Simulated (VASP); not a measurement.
Ba:

```
Ba
1.0
     0.00000    4.17013    4.17013
     4.17013    0.00000    4.17013
     4.17013    4.17013    0.00000
Ba
2
Cartesian
  -1.0425 -1.0425 -1.0425
  1.0425 1.0425 1.0425
```

This isn't the form of Ba at room conditions, which is bcc.

* Program: VASP 6.6.1
* Task: relaxation of cell and atoms
* Functional: PBEsol
* Potentials or basis: VASP PAW PBE potentials, release 64 (Ba_sv)
* Cutoff: 600 eV
* k mesh: 9 × 9 × 9
* Occupations: fermi-dirac, width 0.05 eV
* Spin: no spin polarisation

At the start: pressure -0.9 GPa; volume 72.52 Å³/atom.

Where does the relaxation end?

Over 7 steps the energy falls by 108.7 meV/atom and the volume is 53.25 Å³/atom (-26.6 %); space group Fd-3m (No. 227, to 0.1 Å) before and after.

The path:
| step | energy change (eV) | largest force (eV/Å) | pressure (GPa) | volume (Å³) |
| --- | --- | --- | --- | --- |
| 1 | 0.0000 | 0.0000 | -0.95 | 145.04 |
| 2 | -0.0567 | 0.0000 | -1.10 | 136.21 |
| 3 | -0.2038 | 0.0000 | -0.61 | 112.98 |
| 4 | 0.7264 | 0.0000 | 14.46 | 74.74 |
| 5 | -0.2121 | 0.0000 | -0.41 | 110.38 |
| 6 | -0.2173 | 0.0000 | 0.07 | 105.80 |
| 7 | -0.2175 | 0.0000 | -0.01 | 106.51 |

Final structure:
```cif
data_structure
_symmetry_space_group_name_H-M 'P 1'
_symmetry_Int_Tables_number 1
_cell_length_a 5.3206
_cell_length_b 5.3206
_cell_length_c 5.3206
_cell_angle_alpha 60.000
_cell_angle_beta 60.000
_cell_angle_gamma 60.000
_cell_volume 106.51
loop_
_atom_site_label
_atom_site_type_symbol
_atom_site_fract_x
_atom_site_fract_y
_atom_site_fract_z
_atom_site_occupancy
Ba1 Ba 0.87500 0.87500 0.87500 1
Ba2 Ba 0.12500 0.12500 0.12500 1
```

Caveat: the volume moved by over 15 % at a fixed basis, so the end points are rough; the PAW data sets were made with another functional, which shifts forces and pressure a little.
